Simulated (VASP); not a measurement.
# HfN in VASP: single point with PBE

Aim: the single point of HfN with PBE.

All numbers are computed with VASP 6.6.1; they aren't measurements. Logs are shortened: lines on timing, memory, paths and dates and some standing lists are left out, and cuts for length are marked.

### Step 1. The cell of the first run

The cell holds a slab with vacuum, 14 atoms: a = 3.216 Å, b = 4.548 Å, c = 24.647 Å, α = 90.00°, β = 90.00°, γ = 90.00°.

### Step 2. Single point, PBE

File INCAR:

```
SYSTEM = HfN
PREC = Accurate
ENCUT = 520
EDIFF = 1E-6
ISMEAR = 0
SIGMA = 0.1
LREAL = .FALSE.
LASPH = .TRUE.
NELM = 120
ALGO = Normal
ISIF = 2
LWAVE = .FALSE.
LCHARG = .FALSE.
LDIPOL = .TRUE.
IDIPOL = 3
DIPOL = 0.5 0.5 0.500
GGA = PE
NBANDS = 66
GGA_COMPAT = .FALSE.
NELMDL = -8
```

File KPOINTS:

```
regular mesh
0
G
  11 8 1
  0 0 0
```

File POSCAR:

```
HfN
1.0
    3.2157753968      0.0000000000      0.0000000000
    0.0000000000      4.5477931797      0.0000000000
    0.0000000000      0.0000000000     24.6473261903
Hf N
7 7
Direct
    0.5000000000      0.5000000000      0.3042926418
    0.0000000000      0.0000000000      0.3695284279
    0.5000000000      0.5000000000      0.4347642139
    0.0000000000      0.0000000000      0.5000000000
    0.5000000000      0.5000000000      0.5652357861
    0.0000000000      0.0000000000      0.6304715721
    0.5000000000      0.5000000000      0.6957073582
    0.5000000000      0.0000000000      0.3042926418
    0.0000000000      0.5000000000      0.3695284279
    0.5000000000      0.0000000000      0.4347642139
    0.0000000000      0.5000000000      0.5000000000
    0.5000000000      0.0000000000      0.5652357861
    0.0000000000      0.5000000000      0.6304715721
    0.5000000000      0.0000000000      0.6957073582
```

Potentials or basis: VASP PAW PBE potentials, release 64 (Hf_pv, N).

Run with:

```
> cat potpaw_PBE.64/Hf_pv/POTCAR potpaw_PBE.64/N/POTCAR > POTCAR
> mpirun -np 1 vasp_std > vasp.out
```

OUTCAR:

```text
SYSTEM = HfN
   PREC = Accurate
   ENCUT = 520
   EDIFF = 1E-6
   ISMEAR = 0
   LREAL = .FALSE.
   LASPH = .TRUE.
   NELM = 120
   ISIF = 2
   GGA = PE
   NELMDL = -8

 ion  position               nearest neighbor table
   1  0.500  0.500  0.304-   8 2.27   8 2.27   9 2.27   9 2.27   3 3.22   2 3.22   2 3.22   2 3.22
                             2 3.22
   2  0.000  0.000  0.370-  10 2.27  10 2.27   9 2.27   9 2.27   8 2.27   8 2.27   3 3.22   3 3.22
                             3 3.22   3 3.22   4 3.22   1 3.22   1 3.22   1 3.22   1 3.22
   3  0.500  0.500  0.435-   9 2.27   9 2.27  10 2.27  10 2.27  11 2.27  11 2.27   2 3.22   2 3.22
                             2 3.22   2 3.22   1 3.22   4 3.22   4 3.22   4 3.22   4 3.22   5 3.22
   4  0.000  0.000  0.500-  11 2.27  11 2.27  12 2.27  10 2.27  10 2.27  12 2.27   2 3.22   6 3.22
                             5 3.22   3 3.22   3 3.22   5 3.22   5 3.22   3 3.22   3 3.22   5 3.22
   5  0.500  0.500  0.565-  13 2.27  13 2.27  12 2.27  12 2.27  11 2.27  11 2.27   6 3.22   6 3.22
                             6 3.22   6 3.22   7 3.22   4 3.22   4 3.22   4 3.22   4 3.22   3 3.22
   6  0.000  0.000  0.630-  12 2.27  12 2.27  13 2.27  13 2.27  14 2.27  14 2.27   5 3.22   5 3.22
                             5 3.22   5 3.22   4 3.22   7 3.22   7 3.22   7 3.22   7 3.22
   7  0.500  0.500  0.696-  14 2.27  14 2.27  13 2.27  13 2.27   5 3.22   6 3.22   6 3.22   6 3.22
                             6 3.22
   8  0.500  0.000  0.304-   1 2.27   1 2.27   2 2.27   2 2.27
   9  0.000  0.500  0.370-   3 2.27   3 2.27   2 2.27   2 2.27   1 2.27   1 2.27
  10  0.500  0.000  0.435-   2 2.27   2 2.27   3 2.27   3 2.27   4 2.27   4 2.27
  11  0.000  0.500  0.500-   4 2.27   4 2.27   5 2.27   3 2.27   3 2.27   5 2.27
  12  0.500  0.000  0.565-   6 2.27   6 2.27   5 2.27   5 2.27   4 2.27   4 2.27
  13  0.000  0.500  0.630-   5 2.27   5 2.27   6 2.27   6 2.27   7 2.27   7 2.27
  14  0.500  0.000  0.696-   7 2.27   7 2.27   6 2.27   6 2.27

  LATTYP: Found a simple orthorhombic cell.
 ALAT       =     3.2157753968
 B/A-ratio  =     1.4142135624
 C/A-ratio  =     7.6645048702

  Lattice vectors:

 A1 = (   3.2157753968,   0.0000000000,   0.0000000000)
 A2 = (   0.0000000000,   4.5477931797,   0.0000000000)
 A3 = (   0.0000000000,   0.0000000000,  24.6473261903)

Analysis of symmetry for initial positions (statically):
=====================================================================
 Subroutine PRICEL returns:
 Original cell was already a primitive cell.

 Routine SETGRP: Setting up the symmetry group for a
 simple orthorhombic supercell.

 Subroutine GETGRP returns: Found  8 space group operations
 (whereof  8 operations were pure point group operations)
 out of a pool of  8 trial point group operations.

The static configuration has the point symmetry D_2h.

Analysis of symmetry for dynamics (positions and initial velocities):
=====================================================================
 Subroutine PRICEL returns:
 Original cell was already a primitive cell.

 Routine SETGRP: Setting up the symmetry group for a
 simple orthorhombic supercell.

 Subroutine GETGRP returns: Found  8 space group operations
 (whereof  8 operations were pure point group operations)
 out of a pool of  8 trial point group operations.

The dynamic configuration has the point symmetry D_2h.

 Subroutine INISYM returns: Found  8 space group operations
 (whereof  8 operations are pure point group operations),
 and found     1 'primitive' translations

----------------------------------------------------------------------------------------

                                     Primitive cell

  volume of cell :     360.4593

  direct lattice vectors                    reciprocal lattice vectors
     3.215775397  0.000000000  0.000000000     0.310966991  0.000000000  0.000000000
     0.000000000  4.547793180  0.000000000     0.000000000  0.219886868  0.000000000
     0.000000000  0.000000000 24.647326190     0.000000000  0.000000000  0.040572352

  length of vectors
     3.215775397  4.547793180 24.647326190     0.310966991  0.219886868  0.040572352

  position of ions in fractional coordinates (direct lattice)
     0.500000000  0.500000000  0.304292642
     0.000000000  0.000000000  0.369528428
     0.500000000  0.500000000  0.434764214
     0.000000000  0.000000000  0.500000000
[... 51 lines left out ...]

 Found     30 irreducible k-points:

 Following reciprocal coordinates:
            Coordinates               Weight
  0.000000  0.000000  0.000000      1.000000
  0.090909  0.000000  0.000000      2.000000
  0.181818  0.000000  0.000000      2.000000
  0.272727  0.000000  0.000000      2.000000
  0.363636  0.000000  0.000000      2.000000
  0.454545  0.000000  0.000000      2.000000
[... 16 lines left out ...]
  0.363636  0.375000  0.000000      4.000000
  0.454545  0.375000  0.000000      4.000000
 [... further k-points ...]
   k-points           NKPTS =     30   k-points in BZ     NKDIM =     30   number of bands    NBANDS=     66
   number of dos      NEDOS =    301   number of ions     NIONS =     14
   total plane-waves  NPLWV = 165888
   dimension x,y,z NGX =    24 NGY =   36 NGZ =  192
   dimension x,y,z NGXF=    48 NGYF=   72 NGZF=  384
   ions per type =               7   7
   NGX,Y,Z   is equivalent  to a cutoff of  12.41, 13.16, 12.95 a.u.
   NGXF,Y,Z  is equivalent  to a cutoff of  24.81, 26.32, 25.90 a.u.
 SYSTEM =  HfN
   PREC   = accura    normal or accurate (medium, high low for compatibility)
   ISTART =      0    job   : 0-new  1-cont  2-samecut
   ICHARG =      2    charge: 1-file 2-atom 10-const
   ISPIN  =      1    spin polarized calculation?
   LNONCOLLINEAR =      F non collinear calculations
   LSORBIT =      F    spin-orbit coupling
   LASPH  =      T    aspherical Exc in radial PAW
   ENCUT  =  520.0 eV  38.22 Ry    6.18 a.u.   5.98  8.46 45.83*2*pi/ulx,y,z
   NELM   =    120;   NELMIN=  2; NELMDL= -8     # of ELM steps
   EDIFF  = 0.1E-05   stopping-criterion for ELM
   LREAL  =      F    real-space projection
   EDIFFG = 0.1E-04   stopping-criterion for IOM
   NSW    =      0    number of steps for IOM
   IBRION =     -1    ionic relax: 0-MD 1-quasi-New 2-CG
   NFREE  =      0    steps in history (QN), initial steepest desc. (CG)
   ISIF   =      2    stress and relaxation
   ISYM   =      2    0-nonsym 1-usesym 2-fastsym
   POTIM  = 0.5000    time-step for ionic-motion
   TEBEG  =    0.0;   TEEND  =   0.0 temperature during run
   PSTRESS=    0.0 pullay stress
   NELECT =     105.0000    total number of electrons
   NUPDOWN=      -1.0000    fix difference up-down
   EMIN   =  10.00;   EMAX   =-10.00  energy-range for DOS
   EFERMI =   0.00;   METHOD = LEGACY
   ISMEAR =     0;   SIGMA  =   0.10  broadening in eV -4-tet -1-fermi 0-gaus
   EFERMI_NEDOS =   21; number of points for ismear=-14 and -15
   IALGO  =     38    algorithm
   IMIX   =      4    mixing-type and parameters
     AMIX     =   0.40;   BMIX     =  1.00
     AMIX_MAG =   1.60;   BMIX_MAG =  1.00
  volume/ion in A,a.u.               =      25.75       173.75
  Fermi-wavevector in a.u.,A,eV,Ry     =   1.085223  2.050775 16.023718  1.177710
  Thomas-Fermi vector in A             =   2.221332
   LORBIT       =      0    0 simple, 1 ext, 2 COOP (PROOUT), +10 PAW based schemes
   GGA     = PE    functional components
   LHFCALC =     F    Hartree Fock is set to
   AEXX    =    0.0000 exact exchange contribution
   IVDW    =     0    specifies the selected vdW correction
   LEPSILON=     F    determine dielectric tensor
   LRPA    =     F    only Hartree local field effects (RPA)
 non-spin polarized calculation
 Gauss-broadening in eV      SIGMA  =   0.10
  energy-cutoff  :      520.00
  volume of cell :      360.46
 maximum number of plane-waves:      9774
 NGX is ok and might be reduce to    24
   NGX = 11   NGY = 17   NGZ = 91

 number of electron     105.0000016 magnetization

 dipolmoment           0.000000      0.000000      0.000000 electrons x Angstroem

 Free energy of the ion-electron system (eV)
  ---------------------------------------------------
  ext. energy  EPLUGINS =         0.00000000
  ---------------------------------------------------
  free energy    TOTEN  =      -147.08181517 eV

  energy without entropy =     -147.04968106  energy(sigma->0) =     -147.06574811

 E-fermi :   1.6670     XC(G=0):  -6.7239

 val. band max:        1.6658250120   @ k =   0.1818   0.2500   0.0000
 cond. band min:       1.6799338522   @ k =   0.0000   0.3750   0.0000
 fundamental gap:      0.0141088402
 Fermi energy:         1.6670422073

 k-point     1 :       0.0000    0.0000    0.0000
  band No.  band energies     occupation
      1     -30.2721      2.00000
      2     -30.2504      2.00000
      3     -30.2033      2.00000
      4     -30.0493      2.00000
      5     -30.0200      2.00000
      6     -30.0033      2.00000
[... 1597 lines left out ...]
     63       4.8855      0.00000
     64       4.9989      0.00000

 [... further k-points ...]

 [bands above 64 left out]

------------------------ aborting loop because EDIFF is reached ----------------------------------------

 vacuum level on the upper side and lower side of the slab       (xc-potential included)        -0.280        -0.280

  FORCE on cell =-STRESS in cart. coord.  units (eV):
  Direction    XX          YY          ZZ          XY          YZ          ZX
  --------------------------------------------------------------------------------------
  -------------------------------------------------------------------------------------
  Total       -4.1484171    -16.5172023     -6.2556704     -0.0000000      0.0000000      0.0000000
  in kB      -18.4389748    -73.4160209    -27.8053403     -0.0000000      0.0000000      0.0000000
  external PRESSURE =     -39.8867787 kB  Pullay stress =       0.0000000 kB

 VOLUME and BASIS-vectors are now :
 -----------------------------------------------------------------------------
  energy-cutoff  :      520.00
  volume of cell :      360.46
      direct lattice vectors                 reciprocal lattice vectors
     3.215775397  0.000000000  0.000000000     0.310966991  0.000000000  0.000000000
     0.000000000  4.547793180  0.000000000     0.000000000  0.219886868  0.000000000
     0.000000000  0.000000000 24.647326190     0.000000000  0.000000000  0.040572352

 POSITION                                       TOTAL-FORCE (eV/Angst)
 -----------------------------------------------------------------------------------
      1.60789      2.27390      7.50000         0.000000     -0.000000      0.778331
      0.00000      0.00000      9.10789        -0.000000      0.000000     -1.458139
      1.60789      2.27390     10.71578        -0.000000     -0.000000     -0.407256
      0.00000      0.00000     12.32366         0.000000      0.000000      0.000000
      1.60789      2.27390     13.93155         0.000000      0.000000      0.407256
      0.00000      0.00000     15.53944         0.000000      0.000000      1.458139
      1.60789      2.27390     17.14733         0.000000      0.000000     -0.778331
      1.60789      0.00000      7.50000         0.000000     -0.000000      1.219306
      0.00000      2.27390      9.10789         0.000000      0.000000     -0.477080
      1.60789      0.00000     10.71578         0.000000      0.000000      0.195862
      0.00000      2.27390     12.32366         0.000000      0.000000      0.000000
      1.60789      0.00000     13.93155         0.000000      0.000000     -0.195862
      0.00000      2.27390     15.53944         0.000000      0.000000      0.477080
      1.60789      0.00000     17.14733         0.000000      0.000000     -1.219306
 -----------------------------------------------------------------------------------
    total drift:                                0.000000     -0.000000      0.000000

  FREE ENERGIE OF THE ION-ELECTRON SYSTEM (eV)
  ---------------------------------------------------
  free  energy   TOTEN  =      -147.0818151668 eV

  energy  without entropy=     -147.0496810587  energy(sigma->0) =     -147.06574811

 vacuum level on the upper side and lower side of the slab         5.139         5.139
```

Run time: 15 min. Hardware: 1 thread of Intel Xeon 6975P-C (Granite Rapids), shared host; peak memory 0.74 GiB.

Results:

```yaml
Free_energy: -147.0818 eV
Largest_force: 1.458 eV/Å
Band_gap_on_the_k_mesh: zero (an odd number of electrons rules out a gap without spin polarisation)
```

Forces in eV/Å, atoms in the order of the input:
```
Hf   0.000  0.000  0.778
Hf   0.000  0.000 -1.458
Hf   0.000  0.000 -0.407
Hf   0.000  0.000  0.000
Hf   0.000  0.000  0.407
Hf   0.000  0.000  1.458
Hf   0.000  0.000 -0.778
N    0.000  0.000  1.219
N    0.000  0.000 -0.477
N    0.000  0.000  0.196
N    0.000  0.000  0.000
N    0.000  0.000 -0.196
N    0.000  0.000  0.477
N    0.000  0.000 -1.219
```

Levels at points of the mesh, in eV from the Fermi level:
```tsv
k point	band 50	band 51	band 52	band 53	band 54	band 55	band 56	band 57
(0.00, 0.00, 0.00)	-1.67	-0.98	-0.44	-0.06	0.03	0.03	0.19	0.55
(0.00, 0.50, 0.00)	-2.07	-1.10	-0.78	0.04	0.12	0.75	0.88	2.48
```

Caveat: spin-orbit coupling is left out, which moves the levels of the heavy elements.
